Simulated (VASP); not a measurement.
The system is SiO.

```
CELL_PARAMETERS angstrom
2.80697 0.00000 0.00000
0.00000 2.80697 0.00000
0.00000 0.00000 2.80697
ATOMIC_POSITIONS crystal
Si 0.00000 0.00000 0.00000
O 0.50000 0.50000 0.50000
```

* Program: VASP 6.6.1
* Task: relaxation of cell and atoms
* Functional: PBEsol
* Potentials or basis: VASP PAW PBE potentials, release 64 (Si, O)
* Cutoff: 600 eV
* k mesh: 9 × 9 × 9
* Occupations: fermi-dirac, width 0.05 eV
* Spin: no spin polarisation

At the start: pressure -4.9 GPa; volume 11.06 Å³/atom.

Problem. How do energy, volume and symmetry change on relaxing?

Solution. Over 3 steps the energy falls by 6.3 meV/atom and the volume is 10.65 Å³/atom (-3.7 %); space group Pm-3m (No. 221, to 0.05 Å).

The path:
```tsv
step	energy change (eV)	largest force (eV/Å)	pressure (GPa)	volume (Å³)
1	0.0000	0.0000	-4.88	22.12
2	-0.0113	0.0000	1.69	21.06
3	-0.0126	0.0000	0.01	21.31
```

Final structure:
```xyz
2
Lattice="2.7723 0.0000 0.0000 0.0000 2.7723 0.0000 0.0000 0.0000 2.7723" Properties=species:S:1:pos:R:3 pbc="T T T"
Si    0.0000    0.0000    0.0000
O     1.3862    1.3862    1.3862
```

Caveat: the PAW data sets were made with another functional, which shifts forces and pressure a little.
